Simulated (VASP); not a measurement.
# ReF3 (Pm-3m) in VASP: single point with PBE+U

Aim: the single point of ReF3 with PBE+U.

Program: VASP 6.6.1. These are calculated values, not measurements. Logs are shortened: lines on timing, memory, paths and dates and some standing lists are left out, and cuts for length are marked.

## (1) The cell of the first run

Symmetry: Pm-3m, No. 221, cubic system. Conventional cell: a = 4.109 Å, b = 4.109 Å, c = 4.109 Å, α = 90.00°, β = 90.00°, γ = 90.00°. Within 2.7 Å of Re (site symmetry m-3m) lie 6 F at 2.05 Å. F (site symmetry 4/mmm) has 2 Re at 2.05 Å within 2.7 Å.

## (2) Single point, PBE+U

Contents of INCAR:

```
SYSTEM = ReF3
PREC = Accurate
ENCUT = 600
EDIFF = 1E-6
ISMEAR = 0
SIGMA = 0.05
LREAL = .False.
LASPH = .True.
NELM = 200
ALGO = Normal
ISIF = 2
LWAVE = .False.
LCHARG = .False.
LMAXMIX = 4
LDAU = .True.
LDAUTYPE = 2
LDAUL = 2 -1
LDAUU = 2 0
LDAUJ = 0 0
LDAUPRINT = 1
GGA = PE
NBANDS = 22
GGA_COMPAT = .False.
```

Contents of KPOINTS:

```
regular mesh
0
Gamma
  8 8 8
  0 0 0
```

Contents of POSCAR:

```
ReF3
1.0
    4.1092632574      0.0000000000      0.0000000000
    0.0000000000      4.1092632574      0.0000000000
    0.0000000000      0.0000000000      4.1092632574
Re F
1 3
Direct
    0.0000000000      0.0000000000      0.0000000000
    0.5000000000      0.0000000000      0.0000000000
    0.0000000000      0.0000000000      0.5000000000
    0.0000000000      0.5000000000      0.0000000000
```

Potentials or basis: VASP PAW PBE potentials, release 64 (Re, F).

Command:

```
$ cat potpaw_PBE.64/Re/POTCAR potpaw_PBE.64/F/POTCAR > POTCAR
$ mpirun -np 1 vasp_std > vasp.out
```

OUTCAR:

```text
SYSTEM = ReF3
   PREC = Accurate
   ENCUT = 600
   EDIFF = 1E-6
   ISMEAR = 0
   LREAL = .False.
   LASPH = .True.
   NELM = 200
   ISIF = 2
   GGA = PE

 ion  position               nearest neighbor table
   1  0.000  0.000  0.000-   2 2.05   3 2.05   4 2.05   3 2.05   4 2.05   2 2.05
   2  0.500  0.000  0.000-   1 2.05   1 2.05
   3  0.000  0.000  0.500-   1 2.05   1 2.05
   4  0.000  0.500  0.000-   1 2.05   1 2.05

  LATTYP: Found a simple cubic cell.
 ALAT       =     4.1092632574

  Lattice vectors:

 A1 = (   4.1092632574,   0.0000000000,   0.0000000000)
 A2 = (   0.0000000000,   4.1092632574,   0.0000000000)
 A3 = (   0.0000000000,   0.0000000000,   4.1092632574)

Analysis of symmetry for initial positions (statically):
=====================================================================
 Subroutine PRICEL returns:
 Original cell was already a primitive cell.

 Routine SETGRP: Setting up the symmetry group for a
 simple cubic supercell.

 Subroutine GETGRP returns: Found 48 space group operations
 (whereof 48 operations were pure point group operations)
 out of a pool of 48 trial point group operations.

The static configuration has the point symmetry O_h .

Analysis of symmetry for dynamics (positions and initial velocities):
=====================================================================
 Subroutine PRICEL returns:
 Original cell was already a primitive cell.

 Routine SETGRP: Setting up the symmetry group for a
 simple cubic supercell.

 Subroutine GETGRP returns: Found 48 space group operations
 (whereof 48 operations were pure point group operations)
 out of a pool of 48 trial point group operations.

The dynamic configuration has the point symmetry O_h .

 Subroutine INISYM returns: Found 48 space group operations
 (whereof 48 operations are pure point group operations),
 and found     1 'primitive' translations

----------------------------------------------------------------------------------------

                                     Primitive cell

  volume of cell :      69.3892
[... 134 lines left out ...]
   NGX = 17   NGY = 17   NGZ = 17

atom =   1  type =  1  l = 2

 onsite density matrix

spin component  1

  0.6856  0.0000  0.0000 -0.0000 -0.0000
  0.0000  0.6856  0.0000  0.0000  0.0000
  0.0000  0.0000  0.1759  0.0000  0.0000
 -0.0000  0.0000  0.0000  0.6856 -0.0000
 -0.0000  0.0000  0.0000 -0.0000  0.1759

spin component  2

  0.6856  0.0000  0.0000 -0.0000 -0.0000
  0.0000  0.6856  0.0000  0.0000  0.0000
  0.0000  0.0000  0.1759  0.0000  0.0000
 -0.0000  0.0000  0.0000  0.6856 -0.0000
 -0.0000  0.0000  0.0000 -0.0000  0.1759

 occupancies and eigenvectors

  o =  0.1759  v =  0.0000 -0.0000  0.9982  0.0000 -0.0599  0.0000  0.0000  0.0000  0.0000  0.0000      0.0000  0.0000  0.0000  0.0000  0.0000  0.0000  0.0000  0.0000  0.0000  0.0000
  o =  0.1759  v =  0.0000  0.0000  0.0000  0.0000  0.0000  0.0000 -0.0000  0.9982  0.0000 -0.0599      0.0000  0.0000  0.0000  0.0000  0.0000  0.0000  0.0000  0.0000  0.0000  0.0000
  o =  0.1759  v =  0.0000  0.0000 -0.0599 -0.0000 -0.9982  0.0000  0.0000  0.0000  0.0000  0.0000      0.0000  0.0000  0.0000  0.0000  0.0000  0.0000  0.0000  0.0000  0.0000  0.0000
  o =  0.1759  v =  0.0000  0.0000  0.0000  0.0000  0.0000  0.0000  0.0000 -0.0599 -0.0000 -0.9982      0.0000  0.0000  0.0000  0.0000  0.0000  0.0000  0.0000  0.0000  0.0000  0.0000
  o =  0.6856  v =  1.0000  0.0000  0.0000  0.0000  0.0000  0.0000  0.0000  0.0000  0.0000  0.0000      0.0000  0.0000  0.0000  0.0000  0.0000  0.0000  0.0000  0.0000  0.0000  0.0000
  o =  0.6856  v =  0.0000  0.0000  0.0000  0.0000  0.0000  1.0000  0.0000  0.0000  0.0000  0.0000      0.0000  0.0000  0.0000  0.0000  0.0000  0.0000  0.0000  0.0000  0.0000  0.0000
  o =  0.6856  v =  0.0000  0.0000  0.0000  0.0000  0.0000  0.0000  0.9523  0.0000 -0.3051 -0.0000      0.0000  0.0000  0.0000  0.0000  0.0000  0.0000  0.0000  0.0000  0.0000  0.0000
  o =  0.6856  v =  0.0000  0.9523  0.0000 -0.3051 -0.0000  0.0000  0.0000  0.0000  0.0000  0.0000      0.0000  0.0000  0.0000  0.0000  0.0000  0.0000  0.0000  0.0000  0.0000  0.0000
  o =  0.6856  v =  0.0000  0.0000  0.0000  0.0000  0.0000  0.0000  0.3051 -0.0000  0.9523  0.0000      0.0000  0.0000  0.0000  0.0000  0.0000  0.0000  0.0000  0.0000  0.0000  0.0000
  o =  0.6856  v =  0.0000  0.3051 -0.0000  0.9523  0.0000  0.0000  0.0000  0.0000  0.0000  0.0000      0.0000  0.0000  0.0000  0.0000  0.0000  0.0000  0.0000  0.0000  0.0000  0.0000

 number of electron      27.9999977 magnetization

 Free energy of the ion-electron system (eV)
  ---------------------------------------------------
  ext. energy  EPLUGINS =         0.00000000
  ---------------------------------------------------
  free energy    TOTEN  =       -21.26015772 eV

  energy without entropy =      -21.25756582  energy(sigma->0) =      -21.25886177

 E-fermi :   1.0050     XC(G=0):  -8.3233

 val. band max:        0.9680908920   @ k =   0.5000   0.5000   0.1250
 cond. band min:       1.0816578419   @ k =   0.3750   0.2500   0.2500
 fundamental gap:      0.1135669499
 Fermi energy:         1.0050283556

 k-point     1 :       0.0000    0.0000    0.0000
  band No.  band energies     occupation
      1     -24.4198      2.00000
      2     -24.0407      2.00000
      3     -24.0407      2.00000
      4      -6.3731      2.00000
      5      -6.3731      2.00000
      6      -6.3731      2.00000
[... 589 lines left out ...]
     21       9.7076      0.00000
     22      12.6651      0.00000

 [... further k-points ...]
[... 5 lines left out ...]
  --------------------------------------------------------------------------------------
  -------------------------------------------------------------------------------------
  Total       -1.5657225     -1.5657225     -1.5657225      0.0000000      0.0000000     -0.0000000
  in kB      -36.1520955    -36.1520955    -36.1520955      0.0000000      0.0000000     -0.0000000
  external PRESSURE =     -36.1520955 kB  Pullay stress =       0.0000000 kB

 VOLUME and BASIS-vectors are now :
 -----------------------------------------------------------------------------
  energy-cutoff  :      600.00
  volume of cell :       69.39
      direct lattice vectors                 reciprocal lattice vectors
     4.109263257  0.000000000  0.000000000     0.243352625  0.000000000  0.000000000
     0.000000000  4.109263257  0.000000000     0.000000000  0.243352625  0.000000000
     0.000000000  0.000000000  4.109263257     0.000000000  0.000000000  0.243352625

 POSITION                                       TOTAL-FORCE (eV/Angst)
 -----------------------------------------------------------------------------------
      0.00000      0.00000      0.00000         0.000000      0.000000      0.000000
      2.05463      0.00000      0.00000         0.000000      0.000000      0.000000
      0.00000      0.00000      2.05463         0.000000      0.000000      0.000000
      0.00000      2.05463      0.00000         0.000000      0.000000      0.000000
 -----------------------------------------------------------------------------------
    total drift:                                0.000000      0.000000     -0.000000

  FREE ENERGIE OF THE ION-ELECTRON SYSTEM (eV)
  ---------------------------------------------------
  free  energy   TOTEN  =       -21.2601577247 eV

  energy  without entropy=      -21.2575658245  energy(sigma->0) =      -21.25886177
```

It took 98 s on 1 thread of Intel Xeon 8259CL, shared host; peak memory 0.24 GiB.

Results:

| Quantity | Value |
| --- | --- |
| Free energy | -21.2602 eV |
| Pressure | -3.6 GPa |
| Band gap on the k mesh | zero (bands 14 and 15 overlap by 2.14 eV) |

Eigenvalues of the final occupation matrices:
| site | spin | trace | eigenvalues |
| --- | --- | --- | --- |
| site 1 d | 1 | 2.41 | 0.18 0.18 0.69 0.69 0.69 |
| site 1 d | 2 | 2.41 | 0.18 0.18 0.69 0.69 0.69 |

Caveat: the cell stands under tension; spin-orbit coupling is left out, which moves the levels of the heavy elements; U without spin polarisation on a metal has little footing.
